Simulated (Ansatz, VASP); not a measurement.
## Tl2Ru in VASP and in Ansatz

```xyz
3
Lattice="-1.6967 1.6967 5.7504 1.6967 -1.6967 5.7504 1.6967 1.6967 -5.7504" Properties=species:S:1:pos:R:3 pbc="T T T"
Tl    0.0000    0.0000    7.3579
Tl    0.0000    0.0000    4.1430
Ru    0.0000    0.0000    0.0000
```

Alike in both runs: task relaxation of cell and atoms; functional PBE; k mesh 20 × 20 × 20; occupations gaussian, width 0.1 eV; no spin polarisation.

|  | VASP | Ansatz |
| --- | --- | --- |
| version | VASP 6.6.1 | Ansatz 0.2.0 |
| potentials or method | VASP PAW PBE potentials, release 64 (Tl_d, Ru_pv), cutoff 500 eV | scalar-relativistic, plane waves, PAW |
| valence electrons in the cell | 40 | 42 |

Ansatz gave:

| Property | Result |
| --- | --- |
| gap on the k mesh at the Fermi level, each at its own relaxed structure (eV) | none |
| relaxed volume (Å³/atom) | 22.42 |
| relaxed length of the cell vector where the two differ most in proportion (Å) | 6.460 |

Q: Which values does VASP return?

A: gap on the k mesh at the Fermi level, each at its own relaxed structure (eV): none; relaxed volume (Å³/atom): 22.42; relaxed length of the cell vector where the two differ most in proportion (Å): 6.452.

A gap of «none» marks a metal or a gap that the smearing closes. VASP's potentials hold 40 valence electrons a cell and Ansatz's 42, so a difference there can come from the potentials and not from the codes.

Neither program's run includes spin-orbit coupling.
